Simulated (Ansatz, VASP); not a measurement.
**One calculation of SnO2, two programs**

```
CELL_PARAMETERS angstrom
1.58749 0.91654 4.82921
-1.58749 0.91654 4.82921
0.00000 -1.83308 4.82921
ATOMIC_POSITIONS crystal
Sn 0.50000 0.50000 0.50000
O 0.24064 0.24064 0.24064
O 0.75936 0.75936 0.75936
```

Alike in both runs: task single point; functional PBE; k mesh 12 × 12 × 12; occupations gaussian, width 0.05 eV; no spin polarisation.

```csv
,VASP,Ansatz
version,VASP 6.6.1,Ansatz 0.2.0
potentials or method,"VASP PAW PBE potentials, release 64 (Sn_d, O), cutoff 520 eV","scalar-relativistic, plane waves, PAW"
valence electrons in the cell,26,26
```

```csv
,VASP,Ansatz,Ansatz less VASP
gap on the k mesh at the Fermi level (eV),2.13,2.15,+0.024
least direct gap on the mesh (eV),2.20,2.22,+0.021
pressure (GPa),2.0,1.4,-0.63
"traceless stress, the component that is largest in VASP (GPa)",-5.45,-5.11,+0.335
rms of the force components (eV/Å),0.240,0.269,+0.0291
```

Atom by atom the forces differ by 0.029 eV/Å (rms over components). The functional is the same, so the differences come from potentials, cutoffs and numerics.
